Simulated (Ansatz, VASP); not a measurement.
**Two plane-wave programs on Al**

```
CELL_PARAMETERS angstrom
2.89282 0.00000 0.00000
-1.44641 2.50525 0.00000
0.00000 0.00000 9.30561
ATOMIC_POSITIONS crystal
Al 0.00000 0.00000 0.00000
Al 0.33333 0.66667 0.25000
Al 0.00000 0.00000 0.50000
Al 0.66667 0.33333 0.75000
```

Alike in both runs: task single point; functional PBEsol; dispersion D3(BJ); k mesh 18 × 18 × 6; occupations gaussian, width 0.15 eV; no spin polarisation.

|  | VASP | Ansatz |
| --- | --- | --- |
| version | VASP 6.6.1 | Ansatz 0.2.0 |
| potentials or method | VASP PAW PBE potentials, release 64 (Al), cutoff 520 eV | scalar-relativistic, plane waves, PAW |
| valence electrons in the cell | 12 | 12 |

```tsv
	VASP	Ansatz	Ansatz less VASP
gap on the k mesh at the Fermi level (eV)	none	none	-
pressure (GPa)	-5.8	-5.9	-0.07
traceless stress, the component that is largest in VASP (GPa)	1.20	1.19	-0.006
```

VASP's potentials were made for PBE, not for PBEsol, and Ansatz warns of the same on its side. A gap of «none» marks a metal or a gap that the smearing closes.
